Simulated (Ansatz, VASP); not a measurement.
## Ta: VASP beside Ansatz

Contents of INCAR:

```
SYSTEM = Ta
PREC = Accurate
ENCUT = 520
EDIFF = 1E-7
ISMEAR = 0
SIGMA = 0.15
LREAL = .False.
LASPH = .True.
NELM = 80
ALGO = Normal
ISIF = 2
LWAVE = .False.
LCHARG = .False.
GGA = PE
NBANDS = 12
```

The input KPOINTS:

```
Automatic mesh
0
Gamma
  18 18 18
  0 0 0
```

File POSCAR:

```
Ta
1.0
   -1.6138477708      1.6594835689      1.6594835689
    1.6138477708     -1.6594835689      1.6594835689
    1.6138477708      1.6594835689     -1.6594835689
Ta
1
Direct
    0.0000000000      0.0000000000      0.0000000000
```

Input for Ansatz:

```yaml
crystal:
  lattice:
    - [-1.6138477708, 1.6594835689, 1.6594835689]
    - [1.6138477708, -1.6594835689, 1.6594835689]
    - [1.6138477708, 1.6594835689, -1.6594835689]
  atoms:
    - { symbol: Ta, position: [0.0, 0.0, 0.0] }
basis:
  ecutwfc: 420
kpoints:
  mp_grid: { grid: [18, 18, 18] }
hamiltonian:
  xc: pbe
  pseudopotentials: { kind: paw, azcp: { folder: soft_1 } }
scf:
  occupations: { method: gaussian, width: 0.15 }
output:
  forces: true
  stress: true
  eigenvalues: true
```

Change from the starting cell: normal strain along x -0.0275, normal strain along z +0.0000.

Alike in both runs: task single point; functional PBE; k mesh 18 × 18 × 18; occupations gaussian, width 0.15 eV; no spin polarisation.

|  | VASP | Ansatz |
| --- | --- | --- |
| version | VASP 6.6.1 | Ansatz 0.2.0 |
| potentials or method | VASP PAW PBE potentials, release 64 (Ta_pv), cutoff 520 eV | scalar-relativistic, plane waves, PAW |
| valence electrons in the cell | 11 | 13 |

|  | VASP | Ansatz | Ansatz less VASP |
| --- | --- | --- | --- |
| gap on the k mesh at the Fermi level (eV) | none | none | - |
| pressure (GPa) | 5.9 | 5.8 | -0.12 |
| traceless stress, the component that is largest in VASP (GPa) | 2.01 | 2.01 | 0.000 |

A gap of «none» marks a metal or a gap that the smearing closes. VASP's potentials hold 11 valence electrons a cell and Ansatz's 13, so a difference there can come from the potentials and not from the codes.

Spin-orbit coupling is off throughout.
